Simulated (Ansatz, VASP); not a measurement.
**One calculation of CuI, two programs**

INCAR

```
SYSTEM = CuI
  ALGO = Normal
  EDIFF = 1E-6
  ENCUT = 520
  GGA = PE
  ISIF = 2
  ISMEAR = -1
  LASPH = .TRUE.
  LCHARG = .FALSE.
  LREAL = .FALSE.
  LWAVE = .FALSE.
  NBANDS = 26
  NELM = 100
  PREC = Accurate
  SIGMA = 0.02
```

The input KPOINTS:

```
k-points
0
G
  6 6 4
  0 0 0
```

POSCAR

```
CuI
1.0
    4.0551101069      0.0000000000      0.0000000000
    0.0000000000      4.0551101069      0.0000000000
    0.0000000000      0.0000000000      6.3456837528
Cu I
2 2
Direct
    0.5000000000      0.5000000000      0.0000000000
    0.0000000000      0.0000000000      0.0000000000
    0.5000000000      0.0000000000      0.2667094172
    0.0000000000      0.5000000000      0.7332905828
```

Input for Ansatz:

```yaml
crystal:
  lattice:
    - [4.0551101069, 0.0, 0.0]
    - [0.0, 4.0551101069, 0.0]
    - [0.0, 0.0, 6.3456837528]
  atoms:
    - { symbol: Cu, position: [0.5, 0.5, 0.0] }
    - { symbol: Cu, position: [0.0, 0.0, 0.0] }
    - { symbol: I, position: [0.5, 0.0, 0.2667094172] }
    - { symbol: I, position: [0.0, 0.5, 0.7332905828] }
kpoints:
  mp_grid: { grid: [6, 6, 4] }
  band_path:
    path:
      - [0.0, 0.0, 0.0]
      - [0.0, 0.5, 0.0]
      - [0.5, 0.5, 0.0]
      - [0.0, 0.0, 0.5]
      - [0.0, 0.5, 0.5]
      - [0.5, 0.5, 0.5]
    npoints: 1
hamiltonian:
  xc: pbe
scf:
  occupations: { method: fermi_dirac, width: 0.02 }
  n_extra_bands: 5
output:
  forces: true
  stress: true
  eigenvalues: true
```

Alike in both runs: task single point; functional PBE; k mesh 6 × 6 × 4; occupations fermi-dirac, width 0.02 eV; no spin polarisation.

|  | VASP | Ansatz |
| --- | --- | --- |
| version | VASP 6.6.1 | Ansatz 0.2.0 |
| potentials or method | VASP PAW PBE potentials, release 64 (Cu, I) | plane waves, PAW |
| plane-wave cutoff (eV) | 520 | 420 |
| valence electrons in the cell | 36 | 72 |

```csv
,VASP,Ansatz,Ansatz less VASP
gap on the k mesh at the Fermi level (eV),1.59,1.58,-0.012
pressure (GPa),2.3,2.2,-0.10
"traceless stress, the component that is largest in VASP (GPa)",0.13,0.15,+0.017
rms of the force components (eV/Å),0.064,0.061,-0.0036
```

Atom by atom the forces differ by 0.004 eV/Å (rms over components). VASP's potentials hold 36 valence electrons a cell and Ansatz's 72, so a difference there can come from the potentials and not from the codes.

Spin-orbit coupling is off throughout.
